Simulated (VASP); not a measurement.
# Zr2O (P6_3/mmc) in VASP: further runs, part 2 of 2

VASP 6.6.1. The steps go on from the part before.

## (3) Single point, PBEsol

This run uses another cell than the first one, of 15.85 Å³/atom.

The input, INCAR:

```
SYSTEM = Zr2O
PREC = Accurate
ENCUT = 520
EDIFF = 1E-7
ISMEAR = 0
SIGMA = 0.1
LREAL = .FALSE.
LASPH = .TRUE.
NELM = 60
ALGO = Normal
ISIF = 2
LWAVE = .FALSE.
LCHARG = .TRUE.
GGA = PS
LELF = .TRUE.
LVHAR = .TRUE.
NBANDS = 39
```

The input, KPOINTS:

```
Automatic mesh
0
G
  6 6 2
  0 0 0
```

The input, POSCAR:

```
Zr2O
1.0
    3.1728260571      0.0000000000      0.0000000000
   -1.5864130286      2.7477479672      0.0000000000
    0.0000000000      0.0000000000     10.9106566916
Zr O
4 2
Direct
    0.6666666667      0.3333333333      0.8859930852
    0.3333333333      0.6666666667      0.3859930852
    0.6666666667      0.3333333333      0.6140069148
    0.3333333333      0.6666666667      0.1140069148
    0.0000000000      0.0000000000      0.7500000000
    0.0000000000      0.0000000000      0.2500000000
```

Potentials or basis: VASP PAW PBE potentials, release 64 (Zr_sv, O).

Launch:

```
> cat potpaw_PBE.64/Zr_sv/POTCAR potpaw_PBE.64/O/POTCAR > POTCAR
> mpirun -np 1 vasp_std > vasp.out
```

OUTCAR:

```text
SYSTEM = Zr2O
   PREC = Accurate
   ENCUT = 520
   EDIFF = 1E-7
   ISMEAR = 0
   LREAL = .FALSE.
   LASPH = .TRUE.
   NELM = 60
   ISIF = 2
   GGA = PS

 ion  position               nearest neighbor table
   1  0.667  0.333  0.886-   5 2.36   5 2.36   5 2.36   3 2.97   4 3.09   4 3.09   4 3.09
   2  0.333  0.667  0.386-   6 2.36   6 2.36   6 2.36   4 2.97   3 3.09   3 3.09   3 3.09
   3  0.667  0.333  0.614-   5 2.36   5 2.36   5 2.36   1 2.97   2 3.09   2 3.09   2 3.09
   4  0.333  0.667  0.114-   6 2.36   6 2.36   6 2.36   2 2.97   1 3.09   1 3.09   1 3.09
   5  0.000  0.000  0.750-   1 2.36   3 2.36   1 2.36   3 2.36   1 2.36   3 2.36
   6  0.000  0.000  0.250-   2 2.36   4 2.36   2 2.36   4 2.36   2 2.36   4 2.36

  LATTYP: Found a hexagonal cell.
 ALAT       =     3.1728260571
 C/A-ratio  =     3.4387818605

  Lattice vectors:

 A1 = (   3.1728260571,   0.0000000000,   0.0000000000)
 A2 = (  -1.5864130286,   2.7477479672,   0.0000000000)
 A3 = (   0.0000000000,   0.0000000000,  10.9106566916)

Analysis of symmetry for initial positions (statically):
=====================================================================
 Subroutine PRICEL returns:
 Original cell was already a primitive cell.

 Routine SETGRP: Setting up the symmetry group for a
 hexagonal supercell.

 Subroutine GETGRP returns: Found 24 space group operations
 (whereof 12 operations were pure point group operations)
 out of a pool of 24 trial point group operations.

The static configuration has the point symmetry D_3d.
 The point group associated with its full space group is D_6h.

Analysis of symmetry for dynamics (positions and initial velocities):
=====================================================================
 Subroutine PRICEL returns:
 Original cell was already a primitive cell.

 Routine SETGRP: Setting up the symmetry group for a
 hexagonal supercell.
[... 122 lines left out ...]
     AMIX     =   0.40;   BMIX     =  1.00
     AMIX_MAG =   1.60;   BMIX_MAG =  1.00
  volume/ion in A,a.u.               =      15.85       106.98
  Fermi-wavevector in a.u.,A,eV,Ry     =   1.404000  2.653176 26.820037  1.971217
  Thomas-Fermi vector in A             =   2.526606
   LORBIT       =      0    0 simple, 1 ext, 2 COOP (PROOUT), +10 PAW based schemes
   GGA     = PS    functional components
   LHFCALC =     F    Hartree Fock is set to
   AEXX    =    0.0000 exact exchange contribution
   IVDW    =     0    specifies the selected vdW correction
   LEPSILON=     F    determine dielectric tensor
   LRPA    =     F    only Hartree local field effects (RPA)
 non-spin polarized calculation
 Gauss-broadening in eV      SIGMA  =   0.10
  energy-cutoff  :      520.00
  volume of cell :       95.12
 maximum number of plane-waves:      2588
 NGX is ok and might be reduce to    24
   NGX = 11   NGY = 11   NGZ = 41

 number of electron      59.9999994 magnetization

 Free energy of the ion-electron system (eV)
  ---------------------------------------------------
  ext. energy  EPLUGINS =         0.00000000
  ---------------------------------------------------
  free energy    TOTEN  =       -56.73715832 eV

  energy without entropy =      -56.71558527  energy(sigma->0) =      -56.72637179

 E-fermi :   9.9808     XC(G=0): -11.9195

 val. band max:        9.9213288118   @ k =   0.1667   0.0000   0.0000
 cond. band min:      10.0205743091   @ k =   0.1667   0.0000   0.5000
 fundamental gap:      0.0992454973
 Fermi energy:         9.9807634749

 k-point     1 :       0.0000    0.0000    0.0000
  band No.  band energies     occupation
      1     -38.8734      2.00000
      2     -38.8058      2.00000
      3     -38.7707      2.00000
      4     -38.7013      2.00000
      5     -17.7364      2.00000
      6     -17.1773      2.00000
[... 577 lines left out ...]
     38      12.8630      0.00000
     39      13.2836      0.00000

------------------------ aborting loop because EDIFF is reached ----------------------------------------

  FORCE on cell =-STRESS in cart. coord.  units (eV):
  Direction    XX          YY          ZZ          XY          YZ          ZX
  --------------------------------------------------------------------------------------
  -------------------------------------------------------------------------------------
  Total        0.3519181      0.3519181      0.0491764     -0.0000000      0.0000000     -0.0000000
  in kB        5.9275896      5.9275896      0.8283101     -0.0000000      0.0000000     -0.0000000
  external PRESSURE =       4.2278298 kB  Pullay stress =       0.0000000 kB

 VOLUME and BASIS-vectors are now :
 -----------------------------------------------------------------------------
  energy-cutoff  :      520.00
  volume of cell :       95.12
      direct lattice vectors                 reciprocal lattice vectors
     3.172826057  0.000000000  0.000000000     0.315176433  0.181967199  0.000000000
    -1.586413029  2.747747967  0.000000000     0.000000000  0.363934397  0.000000000
     0.000000000  0.000000000 10.910656692     0.000000000  0.000000000  0.091653512

 POSITION                                       TOTAL-FORCE (eV/Angst)
 -----------------------------------------------------------------------------------
      1.58641      0.91592      9.66677         0.000000     -0.000000      0.034306
     -0.00000      1.83183      4.21144        -0.000000      0.000000      0.034306
      1.58641      0.91592      6.69922         0.000000      0.000000     -0.034306
     -0.00000      1.83183      1.24389        -0.000000      0.000000     -0.034306
      0.00000      0.00000      8.18299         0.000000      0.000000     -0.000000
      0.00000      0.00000      2.72766         0.000000     -0.000000      0.000000
 -----------------------------------------------------------------------------------
    total drift:                                0.000000      0.000000      0.000000

  FREE ENERGIE OF THE ION-ELECTRON SYSTEM (eV)
  ---------------------------------------------------
  free  energy   TOTEN  =       -56.7371583182 eV

  energy  without entropy=      -56.7155852687  energy(sigma->0) =      -56.72637179
```

It took 25 s on 1 thread of Intel Xeon 6975P-C (Granite Rapids), shared host; peak memory 0.22 GiB.

Results:

```
Free energy            : -56.7372 eV
Pressure               : 0.4 GPa
Largest force          : 0.034 eV/Å
Band gap on the k mesh : zero (bands 30 and 31 overlap by 1.24 eV)
```

Forces in eV/Å, atoms in the order of the input:
```
Zr   0.000  0.000  0.034
Zr   0.000  0.000  0.034
Zr   0.000  0.000 -0.034
Zr   0.000  0.000 -0.034
O    0.000  0.000  0.000
O    0.000  0.000  0.000
```

Stress tensor (GPa, compression positive):
```
0.59 0.00 0.00
0.00 0.59 0.00
0.00 0.00 0.08
```

Caveat: the k points lie up to 0.38 Å⁻¹ apart, too coarse for converged energies and pressures of a metal; the PAW data sets were made with another functional, which shifts forces and pressure a little.
